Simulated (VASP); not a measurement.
Write the native input for VASP 6.6.1 that does the following.

| Quantity | Value |
| --- | --- |
| Task | single point |
| Functional | PBE |
| Potentials or basis | VASP PAW PBE potentials, release 64 (Mg, S) |
| Cutoff | 520 eV |
| k mesh | 8 × 8 × 8 |
| Occupations | fermi-dirac, width 0.02 eV |
| Spin | no spin polarisation |
| Dipole correction | no |
| Further INCAR settings | ALGO = Normal; EDIFF = 1e-07; NBANDS = 11 |

The structure of MgS lies in POSCAR:

```
MgS
1.0
    0.0000000000      2.6015179373      2.7087004763
    2.6015179373      0.0000000000      2.7087004763
    2.6015179373      2.6015179373      0.0000000000
Mg S
1 1
Direct
    0.0000000000      0.0000000000      0.0000000000
    0.5000000000      0.5000000000      0.5000000000
```

This cell differs from its parent crystal: uniaxial z strain +4.1%.

One way to write it, as run:

INCAR

```
SYSTEM = MgS
ALGO = Normal
EDIFF = 1E-7
ENCUT = 520
GGA = PE
ISIF = 2
ISMEAR = -1
LASPH = .True.
LCHARG = .False.
LREAL = .False.
LWAVE = .False.
NBANDS = 11
NELM = 60
PREC = Accurate
SIGMA = 0.02
```

KPOINTS

```
k-points
0
Gamma
  8 8 8
  0 0 0
```

Potentials or basis: VASP PAW PBE potentials, release 64 (Mg, S).

Command:

```console
$ cat potpaw_PBE.64/Mg/POTCAR potpaw_PBE.64/S/POTCAR > POTCAR
$ mpirun -np 1 vasp_std > vasp.out
```

It gave:

| Property | Result |
| --- | --- |
| Pressure | -1.8 GPa |
| Band gap on the k mesh | 2.53 eV, indirect (least direct gap 3.30 eV) |

Caveat: the cell differs from its parent crystal (uniaxial z strain +4.1%).

Wall time 19 s on 1 thread of Intel(R) Xeon(R) Platinum 8375C CPU @ 2.90GHz (Ice Lake) (shared host), peak memory 0.16 GiB.
